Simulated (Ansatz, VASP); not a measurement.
**One calculation of Rh, two programs**

```
Rh
1.0
     0.00000    1.84450    1.90155
     1.84450    0.00000    1.90155
     1.84450    1.84450    0.00000
Rh
1
Direct
  0.00000 0.00000 0.00000
```

Change from the starting cell: equal xx and yy strain of -3 %.

Alike in both runs: task single point; functional PBE; k mesh 16 × 16 × 16; occupations fermi-dirac, width 0.08 eV; no spin polarisation.

|  | VASP | Ansatz |
| --- | --- | --- |
| version | VASP 6.6.1 | Ansatz 0.2.0 |
| potentials or method | VASP PAW PBE potentials, release 64 (Rh_pv), cutoff 520 eV | all-electron LAPW, scalar-relativistic |

Ansatz gave:

```
pressure (GPa)                                                : 26.5
traceless stress, the component that is largest in VASP (GPa) : -5.97
```

What did VASP give for the same quantities?

Pressure (GPa): 26.6; traceless stress, the component that is largest in VASP (GPa): -5.96.

Ansatz ran all-electron here, and VASP with PAW potentials.
